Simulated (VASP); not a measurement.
# Fe2O3 (R-3c) in VASP: a series of runs, part 2 of 2

VASP 6.6.1.

**3. Single point, revPBE, collinear spin, ferromagnetic start**

This run uses another cell than the first one, of 8.92 Å³/atom.

Input file INCAR:

```
SYSTEM = Fe2O3
PREC = Accurate
ENCUT = 600
EDIFF = 1E-6
ISMEAR = -1
SIGMA = 0.05
LREAL = .FALSE.
LASPH = .TRUE.
NELM = 200
ALGO = Normal
ISIF = 2
LWAVE = .FALSE.
LCHARG = .TRUE.
ISPIN = 2
MAGMOM = 3 3 3 3 0 0 0 0 0 0
LORBIT = 11
LMAXMIX = 4
GGA = RE
LELF = .TRUE.
LVHAR = .TRUE.
NBANDS = 49
GGA_COMPAT = .FALSE.
```

Input file KPOINTS:

```
regular mesh
0
G
  7 7 7
  0 0 0
```

Input file POSCAR:

```
Fe2O3
1.0
    2.4028638963      1.3872941173      4.4602989832
   -2.4028638963      1.3872941173      4.4602989832
    0.0000000000     -2.7745882347      4.4602989832
Fe O
4 6
Direct
    0.3454691677      0.3454691677      0.3454691677
    0.1545308323      0.1545308323      0.1545308323
    0.6545308323      0.6545308323      0.6545308323
    0.8454691677      0.8454691677      0.8454691677
    0.5627447151      0.2500000000      0.9372552849
    0.2500000000      0.9372552849      0.5627447151
    0.9372552849      0.5627447151      0.2500000000
    0.4372552849      0.7500000000      0.0627447151
    0.7500000000      0.0627447151      0.4372552849
    0.0627447151      0.4372552849      0.7500000000
```

Potentials or basis: VASP PAW PBE potentials, release 64 (Fe, O).

Launch:

```
$ cat potpaw_PBE.64/Fe/POTCAR potpaw_PBE.64/O/POTCAR > POTCAR
$ mpirun -np 1 vasp_std > vasp.out
```

OUTCAR:

```text
SYSTEM = Fe2O3
   PREC = Accurate
   ENCUT = 600
   EDIFF = 1E-6
   ISMEAR = -1
   LREAL = .FALSE.
   LASPH = .TRUE.
   NELM = 200
   ISIF = 2
   ISPIN = 2
   LORBIT = 11
   GGA = RE

 ion  position               nearest neighbor table
   1  0.345  0.345  0.345-   8 1.91  10 1.91   9 1.91   6 1.97   5 1.97   7 1.97   2 2.55   3 2.79
                             3 2.79   3 2.79
   2  0.155  0.155  0.155-   9 1.91  10 1.91   8 1.91   5 1.97   6 1.97   7 1.97   1 2.55   4 2.79
                             4 2.79   4 2.79
   3  0.655  0.655  0.655-   5 1.91   7 1.91   6 1.91   9 1.97   8 1.97  10 1.97   4 2.55   1 2.79
                             1 2.79   1 2.79
   4  0.845  0.845  0.845-   6 1.91   7 1.91   5 1.91   8 1.97   9 1.97  10 1.97   3 2.55   2 2.79
                             2 2.79   2 2.79
   5  0.563  0.250  0.937-   3 1.91   4 1.91   2 1.97   1 1.97
   6  0.250  0.937  0.563-   4 1.91   3 1.91   1 1.97   2 1.97
   7  0.937  0.563  0.250-   3 1.91   4 1.91   1 1.97   2 1.97
   8  0.437  0.750  0.063-   1 1.91   2 1.91   4 1.97   3 1.97
   9  0.750  0.063  0.437-   2 1.91   1 1.91   3 1.97   4 1.97
  10  0.063  0.437  0.750-   1 1.91   2 1.91   3 1.97   4 1.97

  LATTYP: Found a trigonal (rhomboedric) cell.
 ALAT       =     5.2528665404
 COS(alpha) =     0.5814998614

  Lattice vectors:

 A1 = (   2.4028638963,   1.3872941173,   4.4602989832)
 A2 = (  -2.4028638963,   1.3872941173,   4.4602989832)
 A3 = (   0.0000000000,  -2.7745882347,   4.4602989832)

Analysis of symmetry for initial positions (statically):
=====================================================================
 Subroutine PRICEL returns:
 Original cell was already a primitive cell.

 Routine SETGRP: Setting up the symmetry group for a
 trigonal (rhombohedral) supercell.

 Subroutine GETGRP returns: Found 12 space group operations
 (whereof  6 operations were pure point group operations)
 out of a pool of 12 trial point group operations.

The static configuration has the point symmetry S_6 .
 The point group associated with its full space group is D_3d.

Analysis of symmetry for dynamics (positions and initial velocities):
=====================================================================
 Subroutine PRICEL returns:
 Original cell was already a primitive cell.

 Routine SETGRP: Setting up the symmetry group for a
 trigonal (rhombohedral) supercell.

 Subroutine GETGRP returns: Found 12 space group operations
 (whereof  6 operations were pure point group operations)
 out of a pool of 12 trial point group operations.

The dynamic configuration has the point symmetry S_6 .
 The point group associated with its full space group is D_3d.

Analysis of structural, dynamic, and magnetic symmetry:
=====================================================================
 Subroutine PRICEL returns:
 Original cell was already a primitive cell.

 Routine SETGRP: Setting up the symmetry group for a
 trigonal (rhombohedral) supercell.

 Subroutine GETGRP returns: Found 12 space group operations
 (whereof  6 operations were pure point group operations)
 out of a pool of 12 trial point group operations.

The overall configuration has the point symmetry S_6 .
 The point group associated with its full space group is D_3d.

 Subroutine INISYM returns: Found 12 space group operations
[... 132 lines left out ...]
     AMIX     =   0.40;   BMIX     =  1.00
     AMIX_MAG =   1.60;   BMIX_MAG =  1.00
  volume/ion in A,a.u.               =       8.92        60.20
  Fermi-wavevector in a.u.,A,eV,Ry     =   1.495455  2.826001 30.427894  2.236387
  Thomas-Fermi vector in A             =   2.607598
   LORBIT       =     11    0 simple, 1 ext, 2 COOP (PROOUT), +10 PAW based schemes
   GGA     = RE    functional components
   LHFCALC =     F    Hartree Fock is set to
   AEXX    =    0.0000 exact exchange contribution
   IVDW    =     0    specifies the selected vdW correction
   LEPSILON=     F    determine dielectric tensor
   LRPA    =     F    only Hartree local field effects (RPA)
 spin polarized calculation
  energy-cutoff  :      600.00
  volume of cell :       89.21
 maximum number of plane-waves:      3003
 NGX is ok and might be reduce to    42
   NGX = 21   NGY = 21   NGZ = 21

 number of electron      68.0000010 magnetization      11.9225074

 number of electron      68.0000012 magnetization       3.9996914

 Free energy of the ion-electron system (eV)
  ---------------------------------------------------
  ext. energy  EPLUGINS =         0.00000000
  ---------------------------------------------------
  free energy    TOTEN  =       -70.67084999 eV

  energy without entropy =      -70.59819876  energy(sigma->0) =      -70.63452437

 E-fermi :   5.4699     XC(G=0): -12.1646

 val. band max:        5.4688095831   @ k =   0.4286   0.4286   0.1429
 cond. band min:       5.4709051939   @ k =   0.2857   0.2857   0.0000
 fundamental gap:      0.0020956108
 Fermi energy:         5.4699023151

 spin component 1

 k-point     1 :       0.0000    0.0000    0.0000
  band No.  band energies     occupation
      1     -15.5760      1.00000
      2     -13.7758      1.00000
      3     -13.7383      1.00000
      4     -13.7383      1.00000
      5     -13.6111      1.00000
      6     -13.6111      1.00000
[... 1165 lines left out ...]
     45      12.8880      0.00000
     46      15.1312      0.00000

 [... further k-points ...]

 spin component 2

 k-point     1 :       0.0000    0.0000    0.0000
  band No.  band energies     occupation
      1     -15.5221      1.00000
      2     -13.7269      1.00000
      3     -13.6842      1.00000
      4     -13.6842      1.00000
      5     -13.5599      1.00000
      6     -13.5599      1.00000
[... 1165 lines left out ...]
     45      13.0338      0.00000
     46      15.2686      0.00000

 [... further k-points ...]

 [bands above 46 left out]

------------------------ aborting loop because EDIFF is reached ----------------------------------------

  FORCE on cell =-STRESS in cart. coord.  units (eV):
  Direction    XX          YY          ZZ          XY          YZ          ZX
  --------------------------------------------------------------------------------------
  -------------------------------------------------------------------------------------
  Total        0.6410738      0.6410738      0.6067720      0.0000000     -0.0000000     -0.0000000
  in kB       11.5134549     11.5134549     10.8974064      0.0000000     -0.0000000     -0.0000000
  external PRESSURE =      11.3081054 kB  Pullay stress =       0.0000000 kB

 VOLUME and BASIS-vectors are now :
 -----------------------------------------------------------------------------
  energy-cutoff  :      600.00
  volume of cell :       89.21
      direct lattice vectors                 reciprocal lattice vectors
     2.402863896  1.387294117  4.460298983     0.208085028  0.120137947  0.074733406
    -2.402863896  1.387294117  4.460298983    -0.208085028  0.120137947  0.074733406
     0.000000000 -2.774588235  4.460298983     0.000000000 -0.240275893  0.074733406

 POSITION                                       TOTAL-FORCE (eV/Angst)
 -----------------------------------------------------------------------------------
      0.00000     -0.00000      4.62269         0.000000     -0.000000      0.034259
      0.00000     -0.00000      2.06776         0.000000      0.000000     -0.034259
      0.00000     -0.00000      8.75821         0.000000      0.000000     -0.034259
      0.00000     -0.00000     11.31314         0.000000     -0.000000      0.034259
      0.75148     -1.47298      7.80552         0.009712      0.016822     -0.000000
     -1.65138      0.08569      7.80552         0.009712     -0.016822     -0.000000
      0.89990      1.38729      7.80552        -0.019424      0.000000     -0.000000
     -0.75148      1.47298      5.57537        -0.009712     -0.016822     -0.000000
      1.65138     -0.08569      5.57537        -0.009712      0.016822     -0.000000
     -0.89990     -1.38729      5.57537         0.019424      0.000000     -0.000000
 -----------------------------------------------------------------------------------
    total drift:                               -0.000000      0.000000      0.000000

  FREE ENERGIE OF THE ION-ELECTRON SYSTEM (eV)
  ---------------------------------------------------
  free  energy   TOTEN  =       -70.6708499894 eV

  energy  without entropy=      -70.5981987567  energy(sigma->0) =      -70.63452437

 total charge

# of ion       s       p       d       tot
------------------------------------------
    1        0.398   0.629   6.275   7.302
    2        0.398   0.629   6.275   7.302
    3        0.398   0.629   6.275   7.302
    4        0.398   0.629   6.275   7.302
    5        1.562   3.450   0.000   5.011
    6        1.562   3.450   0.000   5.011
    7        1.562   3.450   0.000   5.011
    8        1.562   3.450   0.000   5.011
    9        1.562   3.450   0.000   5.011
   10        1.562   3.450   0.000   5.011
--------------------------------------------------
tot         10.964  23.213  25.101  59.278

 magnetization (x)

# of ion       s       p       d       tot
------------------------------------------
    1        0.007   0.009   0.936   0.952
    2        0.007   0.009   0.936   0.952
    3        0.007   0.009   0.936   0.952
    4        0.007   0.009   0.936   0.952
    5        0.000   0.023   0.000   0.023
    6        0.000   0.023   0.000   0.023
    7        0.000   0.023   0.000   0.023
    8        0.000   0.023   0.000   0.023
    9        0.000   0.023   0.000   0.023
   10        0.000   0.023   0.000   0.023
--------------------------------------------------
tot          0.028   0.174   3.745   3.947
```

Wall time 15 min (1 thread of Oxide Virtual Turin-like, shared host); peak memory 0.49 GiB.

What came out:

| Property | Result |
| --- | --- |
| Free energy | -70.6708 eV |
| Pressure | 1.1 GPa |
| Largest force | 0.034 eV/Å |
| Band gap on the k mesh | zero (filled and empty bands overlap) |
| Net moment | 4.00 μB per cell |
| Site moments | Fe +0.95; O +0.02 μB |
| Valence electrons inside the program's atomic spheres | Fe 7.30; O 5.01 |

Forces in eV/Å, atoms in the order of the input:
```
Fe   0.000  0.000  0.034
Fe   0.000  0.000 -0.034
Fe   0.000  0.000 -0.034
Fe   0.000  0.000  0.034
O    0.010  0.017  0.000
O    0.010 -0.017  0.000
O   -0.019  0.000  0.000
O   -0.010 -0.017  0.000
O   -0.010  0.017  0.000
O    0.019  0.000  0.000
```

Caveat: the PAW data sets were made with another functional, which shifts forces and pressure a little; semilocal functionals often make such compounds metallic where correlation or magnetic order opens a gap, which also shifts bond lengths; the run started ferromagnetic, and an antiferromagnetic order may lie lower in energy. With open d or f shells a metallic result of revPBE can be an artefact of self-interaction; +U or a hybrid may open a gap.

**4. Single point, PBEsol+D3(BJ), collinear spin, ferromagnetic start**

Input file INCAR:

```
PREC = Accurate
ENCUT = 600
EDIFF = 1E-6
ISMEAR = -1
SIGMA = 0.05
LREAL = F
LASPH = T
NELM = 200
ALGO = Normal
ISIF = 2
LWAVE = F
LCHARG = F
ISPIN = 2
MAGMOM = 3 3 3 3 0 0 0 0 0 0
LORBIT = 11
LMAXMIX = 4
GGA = PS
IVDW = 12
NBANDS = 49
GGA_COMPAT = F
```

Input file KPOINTS:

```
Automatic mesh
0
Gamma
  7 7 7
```

Input file POSCAR:

```
Fe2O3
1.0
    2.3400181018      1.3510100810      4.3829761346
   -2.3400181018      1.3510100810      4.3829761346
    0.0000000000     -2.7020201619      4.3829761346
Fe O
4 6
Direct
    0.3453197095      0.3453197095      0.3453197095
    0.1546802905      0.1546802905      0.1546802905
    0.6546802905      0.6546802905      0.6546802905
    0.8453197095      0.8453197095      0.8453197095
    0.5643221883      0.2500000000      0.9356778117
    0.2500000000      0.9356778117      0.5643221883
    0.9356778117      0.5643221883      0.2500000000
    0.4356778117      0.7500000000      0.0643221883
    0.7500000000      0.0643221883      0.4356778117
    0.0643221883      0.4356778117      0.7500000000
```

Launch:

```
$ cat potpaw_PBE.64/Fe/POTCAR potpaw_PBE.64/O/POTCAR > POTCAR
$ mpirun -np 1 vasp_std > vasp.out
```

Run time: 23 min. Hardware: 1 thread of AMD EPYC 9755, shared host; peak memory 0.49 GiB.

Results (log left out):

```
Free energy                                           : -81.3698 eV
Pressure                                              : 2.1 GPa
Largest force                                         : 0.047 eV/Å
Band gap on the k mesh                                : zero (filled and empty bands overlap)
Net moment                                            : 4.00 μB per cell
Site moments                                          : Fe +0.94; O +0.03 μB
Valence electrons inside the program's atomic spheres : Fe 7.56; O 5.01
Dispersion energy per atom                            : -0.163 eV
```

Forces on the atoms (eV/Å):
```
Fe   0.000  0.000  0.047
Fe   0.000  0.000 -0.047
Fe   0.000  0.000 -0.047
Fe   0.000  0.000  0.047
O    0.012  0.021  0.000
O    0.012 -0.021  0.000
O   -0.024  0.000  0.000
O   -0.012 -0.021  0.000
O   -0.012  0.021  0.000
O    0.024  0.000  0.000
```

Levels at points of the mesh, in eV from the Fermi level:
Spin up:
| k point | band 32 | band 33 | band 34 | band 35 | band 36 | band 37 | band 38 | band 39 | band 40 | band 41 |
| --- | --- | --- | --- | --- | --- | --- | --- | --- | --- | --- |
| (0.00, 0.00, 0.00) | -1.56 | -0.87 | -0.51 | -0.51 | -0.43 | 0.50 | 0.50 | 0.63 | 0.63 | 2.38 |
Spin down:
```csv
k point,band 28,band 29,band 30,band 31,band 32,band 33,band 34,band 35,band 36,band 37
"(0.00, 0.00, 0.00)",-0.80,-0.80,-0.73,-0.73,-0.39,0.34,0.34,0.43,0.89,1.16
```

Caveat: the PAW data sets were made with another functional, which shifts forces and pressure a little; semilocal functionals often make such compounds metallic where correlation or magnetic order opens a gap, which also shifts bond lengths; the run started ferromagnetic, and an antiferromagnetic order may lie lower in energy. With open d or f shells a metallic result of PBEsol can be an artefact of self-interaction; +U or a hybrid may open a gap.

**5. Single point, RPBE+D3(BJ), collinear spin, ferromagnetic start**

This run uses another cell than the first one, of 8.45 Å³/atom.

Input file INCAR:

```
SYSTEM = Fe2O3
ALGO = Normal
EDIFF = 1E-6
ENCUT = 600
GGA = RP
GGA_COMPAT = .FALSE.
ISIF = 2
ISMEAR = -1
ISPIN = 2
IVDW = 12
LASPH = .TRUE.
LCHARG = .FALSE.
LMAXMIX = 4
LORBIT = 11
LREAL = .FALSE.
LWAVE = .FALSE.
MAGMOM = 3 3 3 3 0 0 0 0 0 0
NBANDS = 49
NELM = 200
PREC = Accurate
SIGMA = 0.05
```

Input file KPOINTS:

```
k-points
0
G
  7 7 7
  0 0 0
```

Input file POSCAR:

```
Fe2O3
1.0
    2.3584761268      1.3616668267      4.3846295475
   -2.3584761268      1.3616668267      4.3846295475
    0.0000000000     -2.7233336534      4.3846295475
Fe O
4 6
Direct
    0.3458034886      0.3458034886      0.3458034886
    0.1541965114      0.1541965114      0.1541965114
    0.6541965114      0.6541965114      0.6541965114
    0.8458034886      0.8458034886      0.8458034886
    0.5646134436      0.2500000000      0.9353865564
    0.2500000000      0.9353865564      0.5646134436
    0.9353865564      0.5646134436      0.2500000000
    0.4353865564      0.7500000000      0.0646134436
    0.7500000000      0.0646134436      0.4353865564
    0.0646134436      0.4353865564      0.7500000000
```

Launch:

```
$ cat potpaw_PBE.64/Fe/POTCAR potpaw_PBE.64/O/POTCAR > POTCAR
$ mpirun -np 1 vasp_std > vasp.out
```

Wall time 17 min (1 thread of Oxide Virtual Turin-like, shared host); peak memory 0.5 GiB.

Results (log left out):

| Item | Value |
| --- | --- |
| Free energy | -77.4665 eV |
| Pressure | 1.6 GPa |
| Largest force | 0.030 eV/Å |
| Band gap on the k mesh | zero (filled and empty bands overlap) |
| Net moment | 4.00 μB per cell |
| Site moments | Fe +0.94; O +0.03 μB |
| Valence electrons inside the program's atomic spheres | Fe 7.47; O 5.05 |
| Dispersion energy per atom | -0.784 eV |

Forces on the atoms (eV/Å):
```
Fe   0.000  0.000  0.030
Fe   0.000  0.000 -0.030
Fe   0.000  0.000 -0.030
Fe   0.000  0.000  0.030
O    0.009  0.016  0.000
O    0.009 -0.016  0.000
O   -0.018  0.000  0.000
O   -0.009 -0.016  0.000
O   -0.009  0.016  0.000
O    0.018  0.000  0.000
```

Levels at points of the mesh, in eV from the Fermi level:
Spin up:
```tsv
k point	band 32	band 33	band 34	band 35	band 36	band 37	band 38	band 39	band 40	band 41
(0.00, 0.00, 0.00)	-1.54	-1.02	-0.61	-0.51	-0.51	0.52	0.52	0.67	0.67	2.38
```
Spin down:
```csv
k point,band 29,band 30,band 31,band 32,band 33,band 34,band 35,band 36
"(0.00, 0.00, 0.00)",-0.82,-0.72,-0.72,-0.32,0.34,0.34,0.50,0.95
```

Caveat: the PAW data sets were made with another functional, which shifts forces and pressure a little; semilocal functionals often make such compounds metallic where correlation or magnetic order opens a gap, which also shifts bond lengths; the run started ferromagnetic, and an antiferromagnetic order may lie lower in energy. With open d or f shells a metallic result of RPBE can be an artefact of self-interaction; +U or a hybrid may open a gap.

**6. Overview**

| level | cell | gap on the mesh (eV) | pressure (GPa) | moment (μB) | largest force (eV/Å) |
| --- | --- | --- | --- | --- | --- |
| PBEsol+D4 | a = 5.151 Å, angles 54.1°, 10 atoms, atomic positions A | none | 2.1 | 4.00 | 0.05 |
| revPBE | a = 5.253 Å, angles 54.4°, 10 atoms, atomic positions B | none | 1.1 | 4.00 | 0.03 |
| PBEsol+D3(BJ) | a = 5.149 Å, angles 54.1°, 10 atoms, atomic positions C | none | 2.1 | 4.00 | 0.05 |
| RPBE+D3(BJ) | a = 5.162 Å, angles 54.4°, 10 atoms, atomic positions D | none | 1.6 | 4.00 | 0.03 |

Alike in all rows: task single point; potentials or basis VASP PAW PBE potentials, release 64 (Fe, O); spin collinear, ferromagnetic start; k mesh 7 × 7 × 7; cutoff (eV) 600; smearing fermi-dirac 0.05 eV.

Caveats: the PAW data sets were made with another functional, which shifts forces and pressure a little; semilocal functionals often make such compounds metallic where correlation or magnetic order opens a gap, which also shifts bond lengths; the run started ferromagnetic, and an antiferromagnetic order may lie lower in energy.

Absolute energies hang on the potentials; compare differences alone.
